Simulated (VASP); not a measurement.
# GaAs (F-43m) in VASP: notebook, part 2 of 2

VASP 6.6.1. Earlier steps stand in the parts before.

### Step 3. Elastic constants, PBEsol

This run uses another cell than the first one, of 18.54 Å³/atom.

INCAR reads:

```
SYSTEM = GaAs
ALGO     = Normal         ! electronic algorithm
EDIFF    = 1E-8           ! SCF threshold, eV
ENCUT    = 600            ! plane-wave cutoff, eV
GGA      = PS             ! functional
IBRION   = 6              ! ionic algorithm
ISIF     = 3              ! what is computed and relaxed
ISMEAR   = 0              ! smearing method
LASPH    = .True.         ! aspherical terms in the spheres
LCHARG   = .False.        ! write CHGCAR
LREAL    = .False.        ! projectors in reciprocal space
LWAVE    = .False.        ! write WAVECAR
NBANDS   = 16             ! bands
NELM     = 80             ! most SCF steps
NFREE    = 2            
NSW      = 1              ! ionic steps
POTIM    = 0.015          ! step
PREC     = Accurate       ! precision mode
SIGMA    = 0.01           ! smearing width, eV
```

KPOINTS reads:

```
k-points
0
Gamma
  12 12 12
  0 0 0
```

POSCAR reads:

```
GaAs
1.0
    0.0000000000      2.6465263378      2.6465263378
    2.6465263378      0.0000000000      2.6465263378
    2.6465263378      2.6465263378      0.0000000000
Ga As
1 1
Direct
    0.0000000000      0.0000000000      0.0000000000
    0.7500000000      0.7500000000      0.7500000000
```

Potentials or basis: VASP PAW PBE potentials, release 64 (Ga_d, As).

Run with:

```sh
$ cat potpaw_PBE.64/Ga_d/POTCAR potpaw_PBE.64/As/POTCAR > POTCAR
$ mpirun -np 1 vasp_std > vasp.out
```

OUTCAR:

```text
SYSTEM = GaAs
   EDIFF = 1E-8
   ENCUT = 600
   GGA = PS
   IBRION = 6
   ISIF = 3
   ISMEAR = 0
   LASPH = .True.
   LREAL = .False.
   NELM = 80
   NFREE = 2
   NSW = 1
   POTIM = 0.015
   PREC = Accurate

 ion  position               nearest neighbor table
   1  0.000  0.000  0.000-   2 2.29   2 2.29   2 2.29   2 2.29
   2  0.750  0.750  0.750-   1 2.29   1 2.29   1 2.29   1 2.29

  LATTYP: Found a face centered cubic cell.
 ALAT       =     5.2930526756

  Lattice vectors:

 A1 = (   0.0000000000,   2.6465263378,   2.6465263378)
 A2 = (   2.6465263378,   0.0000000000,   2.6465263378)
 A3 = (   2.6465263378,   2.6465263378,   0.0000000000)
[... 880 lines left out ...]
          X           Y           Z          XY          YZ          ZX
  --------------------------------------------------------------------------------
  x     0.00000     0.00000     0.00000     0.00000   -16.84730     0.00000
  y     0.00000     0.00000     0.00000     0.00000     0.00000   -16.84730
  z     0.00000     0.00000     0.00000   -16.84730     0.00000     0.00000

 INTERNAL STRAIN TENSOR FOR ION    2 for displacements in x,y,z  (eV/Angst):
          X           Y           Z          XY          YZ          ZX
  --------------------------------------------------------------------------------
  x     0.00000     0.00000     0.00000     0.00000    16.83424     0.00000
  y    -0.00000    -0.00000    -0.00000     0.00000     0.00000    16.83424
  z     0.00000     0.00000     0.00000    16.83424     0.00000     0.00000

 Eigenvectors and eigenvalues of the dynamical matrix
 ----------------------------------------------------

   1 f  =   10.017186 THz    62.939838 2PiTHz  334.137368 cm-1    41.427735 meV
             X         Y         Z           dx          dy          dz
      0.000000  0.000000  0.000000    -0.698763    0.173292    0.000000
      3.969790  3.969790  3.969790     0.673640   -0.167061    0.000000
[... 21 lines left out ...]
   6 f/i=    0.003293 THz     0.020690 2PiTHz    0.109841 cm-1     0.013619 meV
             X         Y         Z           dx          dy          dz
      0.000000  0.000000  0.000000    -0.014190   -0.691959    0.051882
      3.969790  3.969790  3.969790    -0.014719   -0.717765    0.053817

--------------------------------------------------------------------------------------------------------

 ELASTIC MODULI CONTR FROM IONIC RELAXATION (kBar)
 Direction    XX          YY          ZZ          XY          YZ          ZX
 --------------------------------------------------------------------------------
 XX          -0.0000     -0.0000     -0.0000      0.0000      0.0000      0.0000
 YY          -0.0000     -0.0000     -0.0000      0.0000      0.0000      0.0000
 ZZ          -0.0000     -0.0000     -0.0000      0.0000      0.0000      0.0000
 XY           0.0000      0.0000      0.0000   -826.6355     -0.0000      0.0000
 YZ           0.0000      0.0000      0.0000     -0.0000   -826.6355     -0.0000
 ZX           0.0000      0.0000      0.0000      0.0000     -0.0000   -826.6355
 --------------------------------------------------------------------------------

 TOTAL ELASTIC MODULI (kBar)
 Direction    XX          YY          ZZ          XY          YZ          ZX
 --------------------------------------------------------------------------------
 XX        1747.6459   1197.8897   1197.8897      0.0000      0.0000      0.0000
 YY        1197.8897   1747.6459   1197.8897      0.0000      0.0000      0.0000
 ZZ        1197.8897   1197.8897   1747.6459      0.0000     -0.0000      0.0000
 XY           0.0000      0.0000      0.0000    608.4272     -0.0000      0.0000
 YZ           0.0000      0.0000     -0.0000     -0.0000    608.4272     -0.0000
 ZX           0.0000      0.0000      0.0000      0.0000     -0.0000    608.4272
 --------------------------------------------------------------------------------
```

OSZICAR:

```text
N       E                     dE             d eps       ncg     rms          rms(c)
DAV:   1     0.879387645146E+02    0.87939E+02   -0.96538E+03  2376   0.180E+03
DAV:   2    -0.208669980340E+01   -0.90025E+02   -0.85939E+02  2632   0.342E+02
[... 189 lines left out ...]
DAV:   1    -0.860767146119E+01    0.44432E-03   -0.23586E-01  9288   0.213E+00    0.148E-01
DAV:   2    -0.860822191661E+01   -0.55046E-03   -0.81067E-03 11456   0.613E-01    0.764E-02
DAV:   3    -0.860811616385E+01    0.10575E-03   -0.15509E-04 10776   0.159E-01    0.153E-02
DAV:   4    -0.860811580749E+01    0.35637E-06   -0.21129E-05 11232   0.394E-02    0.425E-03
DAV:   5    -0.860811559556E+01    0.21193E-06   -0.16514E-06 10440   0.114E-02    0.723E-04
DAV:   6    -0.860811562187E+01   -0.26314E-07   -0.18763E-07 11616   0.336E-03    0.521E-04
DAV:   7    -0.860811562162E+01    0.25557E-09   -0.43569E-09  7328   0.607E-04
  17 F= -.86081156E+01 E0= -.86081156E+01  d E =-.210494E-31
```

It took 60 min on 1 thread of Intel Xeon 8259CL, shared host; peak memory 0.66 GiB.

What came out:

```yaml
Elastic_constants_C11_C12_C44: 175, 120, 61 GPa
Voigt_bulk_modulus: 138 GPa
Highest_phonon_frequency_at_Γ_LO-TO_splitting_left_out: 334 cm⁻¹
```

Phonon frequencies in cm⁻¹ (negative: imaginary):
```tsv
q point	frequencies
(0.000, 0.000, 0.000)	0 0 0 334 334 334
```

Elastic tensor in Voigt notation (GPa, in the Cartesian axes of the cell as first typed):
```
175 120 120   0   0   0
120 175 120   0   0   0
120 120 175   0   0   0
  0   0   0  61   0   0
  0   0   0   0  61   0
  0   0   0   0   0  61
```

Clamped-ion elastic tensor (GPa):
```
175 120 120   0   0   0
120 175 120   0   0   0
120 120 175   0   0   0
  0   0   0 144   0   0
  0   0   0   0 144   0
  0   0   0   0   0 144
```

Caveat: the cell is under stress, which shifts elastic constants; the PAW data sets were made with another functional, which shifts forces and pressure a little.

### Step 4. Vibrations by perturbation theory, PBEsol

This run uses another cell than the first one, of 23.78 Å³/atom.

INCAR reads:

```
ALGO     = Normal         # electronic algorithm
EDIFF    = 1E-8           # SCF threshold, eV
ENCUT    = 520            # plane-wave cutoff, eV
GGA      = PS             # functional
IBRION   = 8              # ionic algorithm
ISIF     = 2              # what is computed and relaxed
ISMEAR   = 0              # smearing method
LASPH    = True           # aspherical terms in the spheres
LCHARG   = True           # write CHGCAR
LREAL    = False          # projectors in reciprocal space
LWAVE    = False          # write WAVECAR
NELM     = 80             # most SCF steps
NSW      = 1              # ionic steps
PREC     = Accurate       # precision mode
SIGMA    = 0.01           # smearing width, eV
```

KPOINTS reads:

```
k-points
0
Gamma
  10 10 10
```

POSCAR reads:

```
GaAs
1.0
    0.0000000000      2.8757276588      2.8757276588
    2.8757276588      0.0000000000      2.8757276588
    2.8757276588      2.8757276588      0.0000000000
Ga As
1 1
Direct
    0.0000000000      0.0000000000      0.0000000000
    0.7500000000      0.7500000000      0.7500000000
```

Potentials or basis: VASP PAW PBE potentials, release 64 (Ga_d, As).

Run with:

```sh
$ cat potpaw_PBE.64/Ga_d/POTCAR potpaw_PBE.64/As/POTCAR > POTCAR
$ mpirun -np 1 vasp_std > vasp.out
```

OUTCAR:

```text
EDIFF = 1E-8
   ENCUT = 520
   GGA = PS
   IBRION = 8
   ISIF = 2
   ISMEAR = 0
   LASPH = True
   LREAL = False
   NELM = 80
   NSW = 1
   PREC = Accurate

 ion  position               nearest neighbor table
   1  0.000  0.000  0.000-   2 2.49   2 2.49   2 2.49   2 2.49
   2  0.750  0.750  0.750-   1 2.49   1 2.49   1 2.49   1 2.49

  LATTYP: Found a face centered cubic cell.
 ALAT       =     5.7514553176

  Lattice vectors:

 A1 = (   0.0000000000,   2.8757276588,   2.8757276588)
[... 638 lines left out ...]
               1X          1Y          1Z          2X          2Y          2Z
  1X    -8.137754   -0.000000    0.000000    8.137754    0.000000   -0.000000
  1Y    -0.000000   -8.137754   -0.000000    0.000000    8.137754    0.000000
  1Z     0.000000   -0.000000   -8.137754   -0.000000    0.000000    8.137754
  2X     8.173124    0.000000    0.000000   -8.173124    0.000000    0.000000
  2Y     0.000000    8.173124    0.000000    0.000000   -8.173124    0.000000
  2Z     0.000000    0.000000    8.173124    0.000000    0.000000   -8.173124

 Eigenvectors and eigenvalues of the dynamical matrix
 ----------------------------------------------------

   1 f  =    7.428767 THz    46.676318 2PiTHz  247.796985 cm-1    30.722897 meV
             X         Y         Z           dx          dy          dz
      0.000000  0.000000  0.000000    -0.000000    0.000000    0.718950
      4.313591  4.313591  4.313591     0.000000    0.000000   -0.695062
[... 21 lines left out ...]
   6 f/i=    0.008050 THz     0.050581 2PiTHz    0.268524 cm-1     0.033293 meV
             X         Y         Z           dx          dy          dz
      0.000000  0.000000  0.000000    -0.005128   -0.033435   -0.694239
      4.313591  4.313591  4.313591    -0.005305   -0.034584   -0.718098

--------------------------------------------------------------------------------------------------------

 ELASTIC MODULI CONTR FROM IONIC RELAXATION (kBar)
 Direction    XX          YY          ZZ          XY          YZ          ZX
 --------------------------------------------------------------------------------
 XX          -0.0000      0.0000      0.0000     -0.0000      0.0000     -0.0000
 YY           0.0000     -0.0000      0.0000      0.0000     -0.0000     -0.0000
 ZZ           0.0000      0.0000     -0.0000      0.0000      0.0000      0.0000
 XY          -0.0000      0.0000      0.0000   -113.5723      0.0000      0.0000
 YZ           0.0000     -0.0000      0.0000      0.0000   -113.5723      0.0000
 ZX          -0.0000     -0.0000      0.0000      0.0000      0.0000   -113.5723
 --------------------------------------------------------------------------------
```

OSZICAR:

```text
N       E                     dE             d eps       ncg     rms          rms(c)
DAV:   1     0.783481748040E+02    0.78348E+02   -0.91332E+03  1238   0.185E+03
DAV:   2    -0.301050973557E+01   -0.81359E+02   -0.78481E+02  1322   0.318E+02
DAV:   3    -0.915017494095E+01   -0.61397E+01   -0.61046E+01  1567   0.750E+01
DAV:   4    -0.925434465266E+01   -0.10417E+00   -0.10412E+00  1363   0.110E+01
[... 45 lines left out ...]
RMM:   7    -0.436546954625E-01   -0.13910E-06   -0.30224E-08  8690   0.227E-03    0.243E-04
RMM:   8    -0.436540336430E-01    0.66182E-06    0.65688E-09  8379   0.909E-04    0.445E-05
RMM:   9    -0.436538258491E-01    0.20779E-06   -0.33613E-09  8659   0.297E-04    0.145E-05
RMM:  10    -0.436537496991E-01    0.76150E-07   -0.52049E-09  8697   0.114E-04    0.448E-06
RMM:  11    -0.436537512502E-01   -0.15511E-08    0.10883E-09  8814   0.398E-05    0.277E-06
 Linear response finished
```

It took 12 min on 1 thread of Intel Xeon 8259CL, shared host; peak memory 0.4 GiB.

What came out:

| Quantity | Value |
| --- | --- |
| Highest phonon frequency at Γ, LO-TO splitting left out | 248 cm⁻¹ |

Phonon frequencies in cm⁻¹ (negative: imaginary):
| q point | frequencies |
| --- | --- |
| (0.000, 0.000, 0.000) | 0 0 0 248 248 248 |

Caveat: the cell stands under pressure or tension, which shifts response properties; the PAW data sets were made with another functional, which shifts forces and pressure a little.
